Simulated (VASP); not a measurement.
Set up this calculation in VASP 6.6.1, as the native input.

| Quantity | Value |
| --- | --- |
| Task | single point |
| Functional | PBE |
| Potentials or basis | VASP PAW PBE potentials, release 64 (Pt, Se) |
| Cutoff | 520 eV |
| k mesh | 12 × 12 × 10 |
| Occupations | gaussian, width 0.15 eV |
| Spin | no spin polarisation |
| Dipole correction | no |
| Further INCAR settings | ALGO = Normal; EDIFF = 1e-06; NBANDS = 18 |

The structure of PtSe2 lies in POSCAR:

```
PtSe2
1.0
    3.5750405804      0.0000000000      0.0000000000
   -1.7875202902      3.0960759622      0.0000000000
    0.0000000000      0.0000000000      5.2644800000
Pt Se
1 2
Direct
    0.0000000000      0.0000000000      0.0000000000
    0.3333333333      0.6666666667      0.2500000000
    0.6666666667      0.3333333333      0.7500000000
```

This cell differs from its parent crystal: strain -0.040 along x and y, +0.040 along z.

The input as run:

INCAR

```
ALGO     = Normal         # electronic algorithm
EDIFF    = 1E-6           # SCF threshold, eV
ENCUT    = 520            # plane-wave cutoff, eV
GGA      = PE             # functional
ISIF     = 2              # what is computed and relaxed
ISMEAR   = 0              # smearing method
LASPH    = T              # aspherical terms in the spheres
LCHARG   = T              # write CHGCAR
LELF     = T              # ELF
LREAL    = F              # projectors in reciprocal space
LVHAR    = T            
LWAVE    = F              # write WAVECAR
NBANDS   = 18             # bands
NELM     = 100            # most SCF steps
PREC     = Accurate       # precision mode
SIGMA    = 0.15           # smearing width, eV
```

KPOINTS

```
k-points
0
Gamma
  12 12 10
```

Potentials or basis: VASP PAW PBE potentials, release 64 (Pt, Se).

Run with:

```console
$ cat potpaw_PBE.64/Pt/POTCAR potpaw_PBE.64/Se/POTCAR > POTCAR
$ mpirun -np 1 vasp_std > vasp.out
```

It gave:

| Property | Result |
| --- | --- |
| Pressure | 17.1 GPa |
| Largest force | 1.046 eV/Å |
| Band gap on the k mesh | zero (band 11 reaches 7.29 eV, above the bottom of band 12 at 7.16 eV) |

Caveat: the cell differs from its parent crystal (strain -0.040 along x and y, +0.040 along z); spin-orbit coupling is left out, which moves the levels of the heavy elements; forces of over 1 eV/Å act on the atoms, so gaps and moduli don't describe the material at rest.

It took 2.4 min on 1 thread of AMD EPYC 9R45 (Zen 5), with other jobs on the host, peak memory 0.28 GiB.
